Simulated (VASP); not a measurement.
Set up this calculation in VASP 6.6.1, as the native input.

```
Task                   : single point
Functional             : PBE
Potentials or basis    : VASP PAW PBE potentials, release 64 (Hf_pv, Sn_d, S)
Cutoff                 : 520 eV
k mesh                 : 12 × 12 × 1
Occupations            : gaussian, width 0.02 eV
Spin                   : no spin polarisation
Dipole correction      : no
Further INCAR settings : ALGO = Normal; EDIFF = 1e-06; NBANDS = 58
```

The structure of Hf3SnS8 lies in POSCAR:

```
Hf3SnS8
1.0
    3.6639390562      0.0000000000      0.0000000000
   -1.8319695281      3.1730643006      0.0000000000
    0.0000000000      0.0000000000     27.4723053071
Hf Sn S
3 1 8
Direct
    0.0000000000      0.0000000000      0.2516916870
    0.0000000000      0.0000000000      0.5000000000
    0.0000000000      0.0000000000      0.7483083130
    0.0000000000      0.0000000000      0.0000000000
    0.3333333333      0.6666666667      0.0542802071
    0.3333333333      0.6666666667      0.3041406436
    0.3333333333      0.6666666667      0.5524494808
    0.3333333333      0.6666666667      0.8007598334
    0.6666666667      0.3333333333      0.1992401666
    0.6666666667      0.3333333333      0.4475505192
    0.6666666667      0.3333333333      0.6958593564
    0.6666666667      0.3333333333      0.9457197929
```

The input as run:

INCAR

```
SYSTEM = Hf3SnS8
PREC = Accurate
ENCUT = 520
EDIFF = 1E-6
ISMEAR = 0
SIGMA = 0.02
LREAL = .FALSE.
LASPH = .TRUE.
NELM = 80
ALGO = Normal
ISIF = 2
LWAVE = .FALSE.
LCHARG = .FALSE.
GGA = PE
NBANDS = 58
```

KPOINTS

```
regular mesh
0
G
  12 12 1
  0 0 0
```

Potentials or basis: VASP PAW PBE potentials, release 64 (Hf_pv, Sn_d, S).

Run with:

```console
$ cat potpaw_PBE.64/Hf_pv/POTCAR potpaw_PBE.64/Sn_d/POTCAR potpaw_PBE.64/S/POTCAR > POTCAR
$ mpirun -np 1 vasp_std > vasp.out
```

Results of the run:

The pressure is -0.4 GPa, the largest force is 0.065 eV/Å and the band gap on the k mesh is 1.22 eV (least direct gap 1.79 eV).

Caveat: spin-orbit coupling is left out, which moves the levels of the heavy elements; this functional lacks dispersion, which binds layers or chains, so the pressure and a relaxed spacing across them are unreliable.

It took 14 min on 1 thread of Oxide Virtual Turin-like Processor, with other jobs on the host, peak memory 0.57 GiB.
